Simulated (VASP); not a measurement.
**P: single point with PBE**

P:

```xyz
2
Lattice="2.7054 0.0000 0.0000 -1.3527 2.3429 0.0000 0.0000 0.0000 4.5877" Properties=species:S:1:pos:R:3 pbc="T T T"
P     0.0000    1.5620    1.1469
P     1.3527    0.7810    3.5608
```

This cell differs from its parent crystal: atom 2 (P) moved by [0.0, 0.0, 0.12] A.

| Quantity | Value |
| --- | --- |
| Program | VASP 6.6.1 |
| Task | single point |
| Functional | PBE |
| Potentials or basis | VASP PAW PBE potentials, release 64 (P) |
| Cutoff | 520 eV |
| k mesh | 15 × 15 × 8 |
| Occupations | fermi-dirac, width 0.05 eV |
| Spin | no spin polarisation |

```json
{
 "Pressure": "0.6 GPa",
 "Largest force": "0.073 eV/Å",
 "Band gap on the k mesh": "zero (band 5 reaches 15.58 eV, above the bottom of band 6 at 5.46 eV)"
}
```

Forces on the atoms (eV/Å):
```
P    0.000  0.000 -0.073
P    0.000  0.000  0.073
```

Stress tensor (GPa, compression positive):
```
0.45 0.00 0.00
0.00 0.45 0.00
0.00 0.00 0.77
```

Levels at points of the mesh, in eV from the Fermi level:
| k point | band 1 | band 2 | band 3 | band 4 | band 5 | band 6 | band 7 | band 8 | band 9 | band 10 |
| --- | --- | --- | --- | --- | --- | --- | --- | --- | --- | --- |
| (0.00, 0.00, 0.00) | -16.46 | -11.04 | -8.14 | 5.08 | 5.08 | 6.21 | 6.77 | 6.77 | 10.41 | 10.79 |
| (0.00, 0.00, 0.50) | -15.26 | -14.29 | -1.96 | -1.05 | 5.74 | 5.74 | 6.25 | 6.25 | 11.17 | 11.17 |

It took 30 s on 1 thread of Intel(R) Xeon(R) Platinum 8488C (Sapphire Rapids), on a shared host, peak memory 0.17 GiB.

Caveat: the cell differs from its parent crystal (atom 2 (P) moved by [0.0, 0.0, 0.12] A).
